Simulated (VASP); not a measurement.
# CoW3 (P4/mmm) in VASP: a series of runs, part 2 of 2

VASP 6.6.1.

**4. Single point, PBEsol (strain -0.050 along x and y, +0.025 along z)**

INCAR

```
PREC = Accurate ; ENCUT = 520
EDIFF = 1E-7 ; ISMEAR = 0
SIGMA = 0.15 ; LREAL = F
LASPH = T ; NELM = 60
ALGO = Fast ; ISIF = 2
LWAVE = F ; LCHARG = T
GGA = PS ; LELF = T
LVHAR = T ; NBANDS = 34
```

KPOINTS

```
regular mesh
0
Gamma
  12 12 12
```

POSCAR

```
CoW3
1.0
    3.6653327280      0.0000000000      0.0000000000
    0.0000000000      3.6653327280      0.0000000000
    0.0000000000      0.0000000000      3.9547011012
Co W
1 3
Direct
    0.0000000000      0.0000000000      0.0000000000
    0.0000000000      0.5000000000      0.5000000000
    0.5000000000      0.0000000000      0.5000000000
    0.5000000000      0.5000000000      0.0000000000
```

Potentials or basis: VASP PAW PBE potentials, release 64 (Co, W_sv).

The run is started by

```bash
cat potpaw_PBE.64/Co/POTCAR potpaw_PBE.64/W_sv/POTCAR > POTCAR
mpirun -np 1 vasp_std > vasp.out
```

OUTCAR:

```text
PREC = Accurate
   ENCUT = 520
   EDIFF = 1E-7
   ISMEAR = 0
   LREAL = F
   LASPH = T
   NELM = 60
   ISIF = 2
   GGA = PS

 ion  position               nearest neighbor table
   1  0.000  0.000  0.000-   4 2.59   4 2.59   4 2.59   4 2.59   3 2.70   2 2.70   3 2.70   2 2.70
                             3 2.70   2 2.70   3 2.70   2 2.70
   2  0.000  0.500  0.500-   3 2.59   3 2.59   3 2.59   3 2.59   4 2.70   1 2.70   1 2.70   1 2.70
                             4 2.70   4 2.70   4 2.70   1 2.70
   3  0.500  0.000  0.500-   2 2.59   2 2.59   2 2.59   2 2.59   4 2.70   1 2.70   4 2.70   4 2.70
                             1 2.70   4 2.70   1 2.70   1 2.70
   4  0.500  0.500  0.000-   1 2.59   1 2.59   1 2.59   1 2.59   3 2.70   2 2.70   3 2.70   3 2.70
                             3 2.70   2 2.70   2 2.70   2 2.70

  LATTYP: Found a simple tetragonal cell.
 ALAT       =     3.6653327280
 C/A-ratio  =     1.0789473684

  Lattice vectors:

 A1 = (   3.6653327280,   0.0000000000,   0.0000000000)
 A2 = (   0.0000000000,   3.6653327280,   0.0000000000)
 A3 = (   0.0000000000,   0.0000000000,   3.9547011012)

Analysis of symmetry for initial positions (statically):
[... 180 lines left out ...]

 val. band max:       12.0140341455   @ k =   0.0833   0.0833   0.0833
 cond. band min:      12.0151208834   @ k =   0.5000   0.4167   0.1667
 fundamental gap:      0.0010867379
 Fermi energy:        12.0144961483

 k-point     1 :       0.0000    0.0000    0.0000
  band No.  band energies     occupation
      1     -61.5429      2.00000
      2     -61.3317      2.00000
      3     -61.1870      2.00000
      4     -26.4889      2.00000
      5     -26.4877      2.00000
      6     -26.4877      2.00000
[... 877 lines left out ...]
     33      16.1552      0.00000
     34      16.9603      0.00000

 [... further k-points ...]

------------------------ aborting loop because EDIFF is reached ----------------------------------------

  FORCE on cell =-STRESS in cart. coord.  units (eV):
  Direction    XX          YY          ZZ          XY          YZ          ZX
  --------------------------------------------------------------------------------------
  -------------------------------------------------------------------------------------
  Total       10.2012780     10.2012780      8.3096134      0.0000000     -0.0000000      0.0000000
  in kB      307.6271697    307.6271697    250.5826106      0.0000000     -0.0000000      0.0000000
  external PRESSURE =     288.6123166 kB  Pullay stress =       0.0000000 kB

 VOLUME and BASIS-vectors are now :
 -----------------------------------------------------------------------------
  energy-cutoff  :      520.00
  volume of cell :       53.13
      direct lattice vectors                 reciprocal lattice vectors
     3.665332728  0.000000000  0.000000000     0.272826527  0.000000000  0.000000000
     0.000000000  3.665332728  0.000000000     0.000000000  0.272826527  0.000000000
     0.000000000  0.000000000  3.954701101     0.000000000  0.000000000  0.252863611

 POSITION                                       TOTAL-FORCE (eV/Angst)
 -----------------------------------------------------------------------------------
      0.00000      0.00000      0.00000         0.000000      0.000000      0.000000
      0.00000      1.83267      1.97735         0.000000      0.000000      0.000000
      1.83267      0.00000      1.97735         0.000000      0.000000      0.000000
      1.83267      1.83267      0.00000         0.000000      0.000000      0.000000
 -----------------------------------------------------------------------------------
    total drift:                                0.000000      0.000000      0.000000

  FREE ENERGIE OF THE ION-ELECTRON SYSTEM (eV)
  ---------------------------------------------------
  free  energy   TOTEN  =       -47.7429349551 eV

  energy  without entropy=      -47.6962119899  energy(sigma->0) =      -47.71957347
```

Run time: 6.9 min. Hardware: 1 thread of Intel Xeon 6975P-C (Granite Rapids), shared host; peak memory 0.39 GiB.

Results:

- Free energy: -47.7429 eV
- Pressure: 28.9 GPa
- Band gap on the k mesh: zero (an odd number of electrons rules out a gap without spin polarisation)

Stress tensor (GPa, compression positive):
```
30.76  0.00  0.00
 0.00 30.76  0.00
 0.00  0.00 25.06
```

Caveat: the cell differs from its parent crystal (strain -0.050 along x and y, +0.025 along z); the stress differs along the axes, from 25 to 31 GPa; the PAW data sets were made with another functional, which shifts forces and pressure a little; spin-orbit coupling is left out, which moves the levels of the heavy elements; the run has no spin polarisation, though such a crystal can be magnetic.

**5. Single point, PBEsol (strain -0.050 along x and y, +0.050 along z)**

INCAR

```
SYSTEM = CoW3
PREC = Accurate ; ENCUT = 520
EDIFF = 1E-7 ; ISMEAR = 0
SIGMA = 0.15 ; LREAL = .False.
LASPH = .True. ; NELM = 60
ALGO = Fast ; ISIF = 2
LWAVE = .False. ; LCHARG = .False.
GGA = PS ; NBANDS = 34
```

KPOINTS

```
Automatic mesh
0
Gamma
  12 12 12
  0 0 0
```

POSCAR: that of step 4 with these lines changed.

```diff
@@ -4,3 +4,3 @@
     0.0000000000      3.6653327280      0.0000000000
-    0.0000000000      0.0000000000      3.9547011012
+    0.0000000000      0.0000000000      4.0511572256
 Co W
```

The run is started by

```bash
cat potpaw_PBE.64/Co/POTCAR potpaw_PBE.64/W_sv/POTCAR > POTCAR
mpirun -np 1 vasp_std > vasp.out
```

Wall time 7.6 min (1 thread of Intel Xeon 6975P-C (Granite Rapids), shared host); peak memory 0.39 GiB.

It converged, with:

```
Free energy            : -47.9039 eV
Pressure               : 19.6 GPa
Band gap on the k mesh : zero (an odd number of electrons rules out a gap without spin polarisation)
```

Stress tensor (GPa, compression positive):
```
22.09  0.00  0.00
 0.00 22.09  0.00
 0.00  0.00 14.64
```

Levels at points of the mesh, in eV from the Fermi level:
```csv
k point,band 21,band 22,band 23,band 24,band 25,band 26,band 27,band 28,band 29,band 30
"(0.00, 0.00, 0.00)",-0.89,-0.89,-0.07,0.74,2.05,3.03,3.03,3.42,3.60,4.08
"(0.50, 0.00, 0.00)",-2.25,-1.91,-1.03,0.03,0.13,0.51,0.76,1.02,1.47,1.80
"(0.50, 0.50, 0.00)",-2.30,-2.30,-2.26,-1.95,-1.04,0.72,0.72,1.29,1.29,1.43
"(0.00, 0.00, 0.50)",-2.17,-2.17,-1.50,-1.01,0.06,0.51,0.51,1.30,1.63,2.51
"(0.50, 0.00, 0.50)",-2.09,-2.08,-2.02,-2.02,-1.07,0.46,0.51,0.95,1.04,1.05
"(0.50, 0.50, 0.50)",-1.31,-0.73,-0.73,-0.08,0.55,0.55,0.71,1.50,2.44,2.44
```

Caveat: the cell differs from its parent crystal (strain -0.050 along x and y, +0.050 along z); the stress differs along the axes, from 15 to 22 GPa; the PAW data sets were made with another functional, which shifts forces and pressure a little; spin-orbit coupling is left out, which moves the levels of the heavy elements; the run has no spin polarisation, though such a crystal can be magnetic. Spin polarisation is off, so any magnetic state and its effect on volume and gap are missing.

**6. The runs side by side**

| cell | further INCAR settings | gap on the mesh (eV) | pressure (GPa) |
| --- | --- | --- | --- |
| a = 3.955, b = 3.955, c = 3.665 Å, 4 atoms | ALGO = Fast; EDIFF = 1e-06; NBANDS = 34 | none | 1.5 |
| a = 4.051, b = 4.051, c = 3.665 Å, 4 atoms | ALGO = Fast; EDIFF = 1e-07; NBANDS = 34 | none | -11.7 |
| a = 3.665, b = 3.665, c = 3.955 Å, 4 atoms | ALGO = Fast; EDIFF = 1e-07; NBANDS = 34 | none | 28.9 |
| a = 3.665, b = 3.665, c = 4.051 Å, 4 atoms | ALGO = Fast; EDIFF = 1e-07; NBANDS = 34 | none | 19.6 |

Alike in all rows: task single point; level PBEsol; potentials or basis VASP PAW PBE potentials, release 64 (Co, W_sv); no spin polarisation; k mesh 12 × 12 × 12; cutoff (eV) 520; smearing gaussian 0.15 eV.

Caveats: the PAW data sets were made with another functional, which shifts forces and pressure a little; spin-orbit coupling is left out, which moves the levels of the heavy elements; the run has no spin polarisation, though such a crystal can be magnetic; the cell stands under tension (at least some runs); the stress differs along the axes, from 25 to 31 GPa (at least some runs); the stress differs along the axes, from 15 to 22 GPa (at least some runs).

Absolute energies hang on the potentials; compare differences alone.
